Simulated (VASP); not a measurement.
Here is a VASP 6.6.1 calculation.

The input INCAR:

```
SYSTEM = Se
PREC     = Accurate       ! precision mode
ENCUT    = 600            ! plane-wave cutoff, eV
EDIFF    = 1E-7           ! SCF threshold, eV
ISMEAR   = -1             ! smearing method
SIGMA    = 0.05           ! smearing width, eV
LREAL    = .False.        ! projectors in reciprocal space
LASPH    = .True.         ! aspherical terms in the spheres
NELM     = 80             ! most SCF steps
ALGO     = Normal         ! electronic algorithm
ISIF     = 3              ! what is computed and relaxed
LWAVE    = .False.        ! write WAVECAR
LCHARG   = .False.        ! write CHGCAR
GGA      = B5             ! functional
ALDAX    = 1.0          
AGGAX    = 1.0          
AGGAC    = 1.0          
ALDAC    = 0.0          
IBRION   = 2              ! ionic algorithm
NSW      = 60             ! ionic steps
EDIFFG   = -0.01          ! ionic threshold
```

File KPOINTS:

```
regular mesh
0
Gamma
  9 9 9
  0 0 0
```

Contents of POSCAR:

```
Se
1.0
    2.8105630200      0.0000000000      0.0000000000
    0.0000000000      2.8105630200      0.0000000000
    0.0000000000      0.0000000000      2.8105630200
Se
1
Direct
    0.0000000000      0.0000000000      0.0000000000
```

Potentials or basis: VASP PAW PBE potentials, release 64 (Se).

The run is started by

```bash
$ cat potpaw_PBE.64/Se/POTCAR > POTCAR
$ mpirun -np 1 vasp_std > vasp.out
```

Estimate the relaxed volume.

24.80 Å³/atom.

Estimate the band gap on the k mesh.

zero (band 3 reaches 6.37 eV, above the bottom of band 4 at 1.14 eV).

What does it give for the relaxed cell?

a = 2.916 Å, b = 2.916 Å, c = 2.916 Å, α = 90.00°, β = 90.00°, γ = 90.00°.

Predict the space group after relaxing (to 0.05 Å).

Pm-3m (No. 221).

Final structure:
```cif
data_structure
_symmetry_space_group_name_H-M 'P 1'
_symmetry_Int_Tables_number 1
_cell_length_a 2.9161
_cell_length_b 2.9161
_cell_length_c 2.9161
_cell_angle_alpha 90.000
_cell_angle_beta 90.000
_cell_angle_gamma 90.000
_cell_volume 24.80
loop_
_atom_site_label
_atom_site_type_symbol
_atom_site_fract_x
_atom_site_fract_y
_atom_site_fract_z
_atom_site_occupancy
Se1 Se 0.00000 0.00000 0.00000 1
```

Caveat: the PAW data sets were made with another functional, which shifts forces and pressure a little.
